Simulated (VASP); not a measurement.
# GaP (I-4m2) in VASP: single point with PBE

Aim: the single point of GaP with PBE.

Everything below comes from runs of VASP 6.6.1. Logs are shortened: lines on timing, memory, paths and dates and some standing lists are left out, and cuts for length are marked.

## Step 1: The cell of the first run

It takes space group I-4m2 (No. 119, tetragonal). The conventional cell has a = 3.848 Å, b = 3.848 Å, c = 5.634 Å, α = 90.00°, β = 90.00°, γ = 90.00°. Within 3.1 Å of Ga (site symmetry -4m2) lie 4 P at 2.38 Å. Within 3.1 Å of P (site symmetry -4m2) lie 4 Ga at 2.38 Å.

## Step 2: Single point, PBE (mode 4 frozen in at +0.000 Å, strain +e along z and -e/2 along x and y +0.0233)

The input, INCAR:

```
SYSTEM = GaP
  ALGO = Normal
  EDIFF = 1E-6
  ENCUT = 520
  GGA = PE
  ISIF = 2
  ISMEAR = 0
  LASPH = .TRUE.
  LCHARG = .FALSE.
  LREAL = .FALSE.
  LWAVE = .FALSE.
  NBANDS = 16
  NELM = 80
  PREC = Accurate
  SIGMA = 0.05
```

The input, KPOINTS:

```
k-points
0
G
  8 8 8
  0 0 0
```

The input, POSCAR:

```
GaP
1.0
    0.0000000000      2.8169319902      2.7207219119
    2.7207219119      0.0000000000      2.7207219119
    2.7207219119      2.8169319902      0.0000000000
Ga P
1 1
Direct
    0.0000000000      0.0000000000      0.0000000000
    0.7500000000      0.7500000000      0.7500000000
```

Potentials or basis: VASP PAW PBE potentials, release 64 (Ga_d, P).

The run is started by

```bash
cat potpaw_PBE.64/Ga_d/POTCAR potpaw_PBE.64/P/POTCAR > POTCAR
mpirun -np 1 vasp_std > vasp.out
```

OUTCAR:

```text
SYSTEM = GaP
   EDIFF = 1E-6
   ENCUT = 520
   GGA = PE
   ISIF = 2
   ISMEAR = 0
   LASPH = .TRUE.
   LREAL = .FALSE.
   NELM = 80
   PREC = Accurate

 ion  position               nearest neighbor table
   1  0.000  0.000  0.000-   2 2.38   2 2.38   2 2.38   2 2.38
   2  0.750  0.750  0.750-   1 2.38   1 2.38   1 2.38   1 2.38

  LATTYP: Found a body centered tetragonal cell.
 ALAT       =     3.8476818273
 C/A-ratio  =     1.4642229356

  Lattice vectors:

 A1 = (   0.0000000000,  -2.8169319902,   2.7207219119)
 A2 = (   0.0000000000,  -2.8169319902,  -2.7207219119)
 A3 = (   2.7207219119,   2.8169319902,   0.0000000000)

Analysis of symmetry for initial positions (statically):
=====================================================================
 Subroutine PRICEL returns:
 Original cell was already a primitive cell.

 Routine SETGRP: Setting up the symmetry group for a
 body centered tetragonal supercell.

 Subroutine GETGRP returns: Found  8 space group operations
 (whereof  8 operations were pure point group operations)
 out of a pool of 16 trial point group operations.

The static configuration has the point symmetry D_2d.

Analysis of symmetry for dynamics (positions and initial velocities):
=====================================================================
 Subroutine PRICEL returns:
 Original cell was already a primitive cell.

 Routine SETGRP: Setting up the symmetry group for a
 body centered tetragonal supercell.

 Subroutine GETGRP returns: Found  8 space group operations
 (whereof  8 operations were pure point group operations)
 out of a pool of 16 trial point group operations.

The dynamic configuration has the point symmetry D_2d.

 Subroutine INISYM returns: Found  8 space group operations
 (whereof  8 operations are pure point group operations),
 and found     1 'primitive' translations

----------------------------------------------------------------------------------------

                                     Primitive cell

  volume of cell :      41.7037

  direct lattice vectors                    reciprocal lattice vectors
     0.000000000  2.816931990  2.720721912    -0.183774754  0.177498073  0.183774754
     2.720721912  0.000000000  2.720721912     0.183774754 -0.177498073  0.183774754
     2.720721912  2.816931990  0.000000000     0.183774754  0.177498073 -0.183774754

  length of vectors
     3.916303558  3.847681827  3.916303558     0.314725096  0.314725096  0.314725096

  position of ions in fractional coordinates (direct lattice)
     0.000000000  0.000000000  0.000000000
     0.750000000  0.750000000  0.750000000

  ion indices of the primitive-cell ions
   primitive index   ion index
                 1           1
                 2           2

----------------------------------------------------------------------------------------

 KPOINTS: k-points

Automatic generation of k-mesh.
 Grid dimensions read from file:
 generate k-points for:    8    8    8

 Generating k-lattice:

  Cartesian coordinates                     Fractional coordinates (reciprocal lattice)
    -0.022971844  0.022187259  0.022971844     0.125000000  0.000000000  0.000000000
     0.022971844 -0.022187259  0.022971844    -0.000000000  0.125000000 -0.000000000
     0.022971844  0.022187259 -0.022971844     0.000000000  0.000000000  0.125000000

  Length of vectors
     0.039340637  0.039340637  0.039340637

  Shift w.r.t. Gamma in fractional coordinates (k-lattice)
     0.000000000  0.000000000  0.000000000

 Subroutine IBZKPT returns following result:
 ===========================================

 Found     59 irreducible k-points:

 Following reciprocal coordinates:
            Coordinates               Weight
  0.000000  0.000000  0.000000      1.000000
  0.125000  0.000000 -0.000000      8.000000
  0.250000  0.000000 -0.000000      8.000000
  0.375000  0.000000 -0.000000      8.000000
  0.500000  0.000000 -0.000000      4.000000
  0.125000  0.125000  0.000000      4.000000
[... 16 lines left out ...]
  0.250000  0.000000  0.125000      8.000000
  0.375000  0.000000  0.125000      8.000000
 [... further k-points ...]
   k-points           NKPTS =     59   k-points in BZ     NKDIM =     59   number of bands    NBANDS=     16
   number of dos      NEDOS =    301   number of ions     NIONS =      2
   total plane-waves  NPLWV =  27000
   dimension x,y,z NGX =    30 NGY =   30 NGZ =   30
   dimension x,y,z NGXF=    60 NGYF=   60 NGZF=   60
   ions per type =               1   1
   NGX,Y,Z   is equivalent  to a cutoff of  12.73, 12.96, 12.73 a.u.
   NGXF,Y,Z  is equivalent  to a cutoff of  25.47, 25.92, 25.47 a.u.
 SYSTEM =  GaP
   PREC   = accura    normal or accurate (medium, high low for compatibility)
   ISTART =      0    job   : 0-new  1-cont  2-samecut
   ICHARG =      2    charge: 1-file 2-atom 10-const
   ISPIN  =      1    spin polarized calculation?
   LNONCOLLINEAR =      F non collinear calculations
   LSORBIT =      F    spin-orbit coupling
   LASPH  =      T    aspherical Exc in radial PAW
   ENCUT  =  520.0 eV  38.22 Ry    6.18 a.u.   7.28  7.15  7.28*2*pi/ulx,y,z
   NELM   =     80;   NELMIN=  2; NELMDL= -5     # of ELM steps
   EDIFF  = 0.1E-05   stopping-criterion for ELM
   LREAL  =      F    real-space projection
   EDIFFG = 0.1E-04   stopping-criterion for IOM
   NSW    =      0    number of steps for IOM
   IBRION =     -1    ionic relax: 0-MD 1-quasi-New 2-CG
   NFREE  =      0    steps in history (QN), initial steepest desc. (CG)
   ISIF   =      2    stress and relaxation
   ISYM   =      2    0-nonsym 1-usesym 2-fastsym
   POTIM  = 0.5000    time-step for ionic-motion
   TEBEG  =    0.0;   TEEND  =   0.0 temperature during run
   PSTRESS=    0.0 pullay stress
   NELECT =      18.0000    total number of electrons
   NUPDOWN=      -1.0000    fix difference up-down
   EMIN   =  10.00;   EMAX   =-10.00  energy-range for DOS
   EFERMI =   0.00;   METHOD = LEGACY
   ISMEAR =     0;   SIGMA  =   0.05  broadening in eV -4-tet -1-fermi 0-gaus
   EFERMI_NEDOS =   21; number of points for ismear=-14 and -15
   IALGO  =     38    algorithm
   IMIX   =      4    mixing-type and parameters
     AMIX     =   0.40;   BMIX     =  1.00
     AMIX_MAG =   1.60;   BMIX_MAG =  1.00
  volume/ion in A,a.u.               =      20.85       140.72
  Fermi-wavevector in a.u.,A,eV,Ry     =   1.237202  2.337974 20.826029  1.530670
  Thomas-Fermi vector in A             =   2.371779
   LORBIT       =      0    0 simple, 1 ext, 2 COOP (PROOUT), +10 PAW based schemes
   GGA     = PE    functional components
   LHFCALC =     F    Hartree Fock is set to
   AEXX    =    0.0000 exact exchange contribution
   IVDW    =     0    specifies the selected vdW correction
   LEPSILON=     F    determine dielectric tensor
   LRPA    =     F    only Hartree local field effects (RPA)
 non-spin polarized calculation
 Gauss-broadening in eV      SIGMA  =   0.05
  energy-cutoff  :      520.00
  volume of cell :       41.70
 maximum number of plane-waves:      1139
 NGX is ok and might be reduce to    30
   NGX = 15   NGY = 15   NGZ = 15

 number of electron      17.9999997 magnetization

 Free energy of the ion-electron system (eV)
  ---------------------------------------------------
  ext. energy  EPLUGINS =         0.00000000
  ---------------------------------------------------
  free energy    TOTEN  =        -9.11762784 eV

  energy without entropy =       -9.11762784  energy(sigma->0) =       -9.11762784

 E-fermi :   4.6871     XC(G=0):  -9.6994

 val. band max:        4.4205820993   @ k =   0.0000   0.0000   0.0000
 cond. band min:       5.9107514645   @ k =   0.5000   0.0000  -0.0000
 fundamental gap:      1.4901693653
 Fermi energy:         4.6871048796

 k-point     1 :       0.0000    0.0000    0.0000
  band No.  band energies     occupation
      1     -10.1586      2.00000
      2     -10.1478      2.00000
      3     -10.1478      2.00000
      4     -10.0639      2.00000
      5     -10.0582      2.00000
      6      -7.9159      2.00000
[... 8 lines left out ...]
     15      13.7835      0.00000
     16      14.4119      0.00000

 k-point     2 :       0.1250    0.0000   -0.0000
  band No.  band energies     occupation
      1     -10.1646      2.00000
      2     -10.1493      2.00000
      3     -10.1437      2.00000
      4     -10.0643      2.00000
      5     -10.0578      2.00000
      6      -7.7215      2.00000
[... 8 lines left out ...]
     15      13.7332      0.00000
     16      13.9373      0.00000

 k-point     3 :       0.2500    0.0000   -0.0000
  band No.  band energies     occupation
      1     -10.1898      2.00000
      2     -10.1414      2.00000
      3     -10.1348      2.00000
      4     -10.0639      2.00000
      5     -10.0557      2.00000
      6      -7.1706      2.00000
[... 8 lines left out ...]
     15      13.4030      0.00000
     16      14.2537      0.00000

 k-point     4 :       0.3750    0.0000   -0.0000
  band No.  band energies     occupation
      1     -10.2139      2.00000
      2     -10.1344      2.00000
      3     -10.1280      2.00000
      4     -10.0614      2.00000
      5     -10.0513      2.00000
      6      -6.4069      2.00000
[... 8 lines left out ...]
     15      14.4076      0.00000
     16      14.6237      0.00000
[... 324 lines left out ...]
 k-point    22 :       0.1250    0.0000    0.1250
  band No.  band energies     occupation
      1     -10.1773      2.00000
      2     -10.1398      2.00000
      3     -10.1398      2.00000
      4     -10.0614      2.00000
      5     -10.0610      2.00000
      6      -7.6673      2.00000
[... 8 lines left out ...]
     15      14.1872      0.00000
     16      14.6381      0.00000

 k-point    23 :       0.2500    0.0000    0.1250
  band No.  band energies     occupation
      1     -10.1958      2.00000
      2     -10.1341      2.00000
      3     -10.1306      2.00000
      4     -10.0628      2.00000
      5     -10.0593      2.00000
      6      -7.2427      2.00000
[... 8 lines left out ...]
     15      14.5051      0.00000
     16      15.3419      0.00000

 k-point    24 :       0.3750    0.0000    0.1250
  band No.  band energies     occupation
      1     -10.2146      2.00000
      2     -10.1305      2.00000
      3     -10.1228      2.00000
      4     -10.0603      2.00000
      5     -10.0577      2.00000
      6      -6.5361      2.00000
[... 8 lines left out ...]
     15      15.0752      0.00000
     16      15.1273      0.00000

 [... further k-points ...]

------------------------ aborting loop because EDIFF is reached ----------------------------------------

  FORCE on cell =-STRESS in cart. coord.  units (eV):
  Direction    XX          YY          ZZ          XY          YZ          ZX
  --------------------------------------------------------------------------------------
  -------------------------------------------------------------------------------------
  Total        0.2247876     -0.4771717      0.2247876      0.0000000     -0.0000000      0.0000000
  in kB        8.6359115    -18.3320310      8.6359115      0.0000000     -0.0000000      0.0000000
  external PRESSURE =      -0.3534027 kB  Pullay stress =       0.0000000 kB

 VOLUME and BASIS-vectors are now :
 -----------------------------------------------------------------------------
  energy-cutoff  :      520.00
  volume of cell :       41.70
      direct lattice vectors                 reciprocal lattice vectors
     0.000000000  2.816931990  2.720721912    -0.183774754  0.177498073  0.183774754
     2.720721912  0.000000000  2.720721912     0.183774754 -0.177498073  0.183774754
     2.720721912  2.816931990  0.000000000     0.183774754  0.177498073 -0.183774754

 POSITION                                       TOTAL-FORCE (eV/Angst)
 -----------------------------------------------------------------------------------
      0.00000      0.00000      0.00000        -0.000000     -0.000000     -0.000000
      4.08108      4.22540      4.08108         0.000000      0.000000      0.000000
 -----------------------------------------------------------------------------------
    total drift:                               -0.000002     -0.000002     -0.000002

  FREE ENERGIE OF THE ION-ELECTRON SYSTEM (eV)
  ---------------------------------------------------
  free  energy   TOTEN  =        -9.1176278430 eV

  energy  without entropy=       -9.1176278430  energy(sigma->0) =       -9.11762784
```

Run time: 24 s. Hardware: 1 thread of Intel Xeon 6975P-C, shared host; peak memory 0.19 GiB.

What came out:

- Free energy: -9.1176 eV
- Pressure: 0.0 GPa
- Band gap on the k mesh: 1.49 eV, indirect (least direct gap 1.50 eV)

Stress tensor (GPa, compression positive):
```
 0.86  0.00  0.00
 0.00 -1.83  0.00
 0.00  0.00  0.86
```

Levels at points of the mesh, in eV from the valence-band top:
| k point | band 7 | band 8 | band 9 | band 10 | band 11 | band 12 |
| --- | --- | --- | --- | --- | --- | --- |
| (0.00, 0.00, 0.00) | -0.20 | 0.00 | 0.00 | 1.50 | 3.81 | 3.81 |
| (0.50, 0.00, 0.00) | -6.53 | -1.28 | -1.00 | 1.49 | 4.57 | 4.79 |
| (0.50, 0.50, 0.00) | -6.61 | -2.73 | -2.71 | 1.57 | 1.67 | 10.22 |
| (0.50, 0.00, 0.50) | -6.83 | -2.49 | -2.49 | 1.81 | 2.00 | 10.31 |

Caveat: the cell differs from its parent crystal (mode 4 frozen in at +0.000 Å, strain +e along z and -e/2 along x and y +0.0233). A k mesh can miss the band edges.
